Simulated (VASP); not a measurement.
BN (sol), 4 atoms in the cell. The structure is hexagonal, space group P6_3mc (No. 186). The conventional cell has a = 2.541 Å, b = 2.541 Å, c = 4.203 Å, α = 90.00°, β = 90.00°, γ = 120.00°. B (site symmetry 3m) has 4 N at 1.48 to 1.89 Å within 2.0 Å. N (site symmetry 3m) has 4 B at 1.48 to 1.89 Å within 2.0 Å. 

```yaml
Program: VASP 6.6.1
Task: single point
Functional: PBEsol
Potentials_or_basis: VASP PAW PBE potentials, release 64 (B, N)
Cutoff: 520 eV
k_mesh: 12 × 12 × 6
Occupations: gaussian, width 0.01 eV
Spin: no spin polarisation
Dipole_correction: no
Further_INCAR_settings: ALGO = Normal; EDIFF = 1e-06; NBANDS = 16
```

Potentials or basis: VASP PAW PBE potentials, release 64 (B, N).

Run with:

```console
$ cat potpaw_PBE.64/B/POTCAR potpaw_PBE.64/N/POTCAR > POTCAR
$ mpirun -np 1 vasp_std > vasp.out
```

Hardware: 1 thread of Intel(R) Xeon(R) 6975P-C (Granite Rapids), with other jobs on the host.

Q: Estimate the wall time of this run.

A: It took 9.5 s on 1 thread of Intel(R) Xeon(R) 6975P-C (Granite Rapids) (shared host), peak memory 0.14 GiB. Counts: scf iterations 12, k points 76.
